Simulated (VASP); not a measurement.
Input of a VASP 6.6.1 run:

Contents of INCAR:

```
SYSTEM = CoSi2
PREC = Accurate
ENCUT = 520
EDIFF = 1E-6
ISMEAR = -1
SIGMA = 0.1
LREAL = .False.
LASPH = .True.
NELM = 150
ALGO = Normal
ISIF = 2
LWAVE = .False.
LCHARG = .False.
ISPIN = 2
MAGMOM = 0 0 0
LORBIT = 11
NUPDOWN = 0.0
LMAXMIX = 4
GGA = PS
NBANDS = 20
```

KPOINTS

```
regular mesh
0
Gamma
  10 10 10
  0 0 0
```

File POSCAR:

```
CoSi2
1.0
    0.0000000000      2.6780000000      2.6780000000
    2.6780000000      0.0000000000      2.6780000000
    2.6780000000      2.6780000000      0.0000000000
Co Si
1 2
Direct
    0.0000000000      0.0000000000      0.0000000000
    0.2500000000      0.2500000000      0.2500000000
    0.7500000000      0.7500000000      0.7500000000
```

Potentials or basis: VASP PAW PBE potentials, release 64 (Co, Si).

Launch:

```bash
$ cat potpaw_PBE.64/Co/POTCAR potpaw_PBE.64/Si/POTCAR > POTCAR
$ mpirun -np 1 vasp_std > vasp.out
```

(1) Predict the pressure.

## Answers

(1) -4.4 GPa.

Caveat: the PAW data sets were made with another functional, which shifts forces and pressure a little; the total moment is fixed, so each spin has its own Fermi level.
